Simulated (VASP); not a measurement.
# HgTe: single point with RPBE

HgTe:

```
Hg Te
1.0
     0.00000    3.28608    3.28608
     3.28608    0.00000    3.28608
     3.28608    3.28608    0.00000
Hg Te
1 1
Direct
  0.00000 0.00000 0.00000
  0.25000 0.25000 0.25000
```

```json
{
 "Program": "VASP 6.6.1",
 "Task": "single point",
 "Functional": "RPBE",
 "Potentials or basis": "VASP PAW PBE potentials, release 64 (Hg, Te)",
 "Cutoff": "520 eV",
 "k mesh": "10 × 10 × 10",
 "Occupations": "gaussian, width 0.05 eV",
 "Spin": "no spin polarisation",
 "Dipole correction": "no",
 "Further INCAR settings": "ALGO = Normal; EDIFF = 1e-06; NBANDS = 16"
}
```

| Quantity | Value |
| --- | --- |
| Pressure | 3.0 GPa |
| Band gap on the k mesh | zero (filled and empty bands touch) |

Levels at points of the mesh, in eV from the Fermi level:
| k point | band 7 | band 8 | band 9 | band 10 | band 11 | band 12 |
| --- | --- | --- | --- | --- | --- | --- |
| (0.00, 0.00, 0.00) | -0.76 | -0.02 | -0.02 | -0.02 | 4.35 | 4.35 |
| (0.50, 0.00, 0.00) | -5.14 | -0.90 | -0.90 | 0.77 | 5.13 | 5.13 |
| (0.50, 0.50, 0.00) | -5.15 | -2.06 | -2.06 | 1.97 | 2.77 | 8.23 |

It took 21 s on 1 thread of Intel(R) Xeon(R) 6975P-C (Granite Rapids) (shared host), peak memory 0.23 GiB.

Caveat: semilocal functionals underestimate gaps, so a narrow gap can read as zero; the PAW data sets were made with another functional, which shifts forces and pressure a little; spin-orbit coupling is left out, which moves the levels of the heavy elements.
